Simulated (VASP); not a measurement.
IrRh3:

```xyz
4
Lattice="3.8171 0.0000 0.0000 0.0000 3.8171 0.0000 0.0000 0.0000 3.8171" Properties=species:S:1:pos:R:3 pbc="T T T"
Ir    0.0000    0.0000    0.0000
Rh    0.0000    1.9085    1.9085
Rh    1.9085    0.0000    1.9085
Rh    1.9085    1.9085    0.0000
```

```yaml
Program: VASP 6.6.1
Task: relaxation of cell and atoms
Functional: PBEsol
Potentials_or_basis: VASP PAW PBE potentials, release 64 (Ir, Rh_pv)
Cutoff: 600 eV
k_mesh: 5 × 5 × 5
Occupations: methfessel-paxton, width 0.05 eV
Spin: no spin polarisation
```

At the start: pressure -6.3 GPa; volume 13.90 Å³/atom.

How do energy, volume and symmetry change on relaxing?

Over 4 steps the energy falls by 5.8 meV/atom and the volume is 13.62 Å³/atom (-2.0 %); space group Pm-3m (No. 221, to 0.05 Å).

The path:
```csv
step,energy change (eV),largest force (eV/Å),pressure (GPa),volume (Å³)
1,0.0000,0.0000,-6.33,55.61
2,0.1851,0.0000,22.42,51.31
3,-0.0230,0.0000,-0.16,54.50
4,-0.0230,0.0000,-0.01,54.48
```

Final structure:
```xyz
4
Lattice="3.7908 0.0000 0.0000 0.0000 3.7908 0.0000 0.0000 0.0000 3.7908" Properties=species:S:1:pos:R:3 pbc="T T T"
Ir    0.0000    0.0000    0.0000
Rh    0.0000    1.8954    1.8954
Rh    1.8954    0.0000    1.8954
Rh    1.8954    1.8954    0.0000
```

Caveat: the PAW data sets were made with another functional, which shifts forces and pressure a little.
